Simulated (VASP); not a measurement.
Runs of VASP 6.6.1 on AgCl (Chlorargyrite). The structure is that of space group Fm-3m (No. 225), or close to it. The cells are those of the table. 

```csv
level,cell,k mesh,gap on the mesh (eV),pressure (GPa)
PBE,"a = 3.886 Å, angles 60.0°, 2 atoms",6 × 6 × 6,(d),(b)
r2SCAN,"a = 3.882 Å, angles 60.0°, 2 atoms",6 × 6 × 6,1.42,1.6
r2SCAN,"a = 3.842 Å, angles 60.0°, 2 atoms",6 × 6 × 6,1.43,3.6
PBE,"a = 4.045 Å, angles 60.0°, 2 atoms",6 × 6 × 6,(a),-2.2
PBE,"a = 3.967 Å, angles 60.0°, 2 atoms",6 × 6 × 6,0.92,-0.1
PBE,"a = 3.922 Å, angles 60.0°, 2 atoms",8 × 8 × 8,0.91,(c)
PBE,"a = 4.007 Å, angles 60.0°, 2 atoms",6 × 6 × 6,0.93,-1.2
r2SCAN,"a = 3.922 Å, angles 60.0°, 2 atoms",6 × 6 × 6,1.42,-0.1
```

Alike in all rows: task single point; potentials or basis VASP PAW PBE potentials, release 64 (Ag, Cl); no spin polarisation; cutoff (eV) 520; smearing gaussian 0.01 eV.

**Question.** Fill in the values left out.

**Answer.** (a) 0.95; (b) 2.9; (c) 1.5; (d) 0.90.

Caveats: the PAW data sets were made with another functional, which shifts forces and pressure a little (some runs).

A k mesh can miss the band edges, and the runs leave out spin-orbit coupling on Ag.
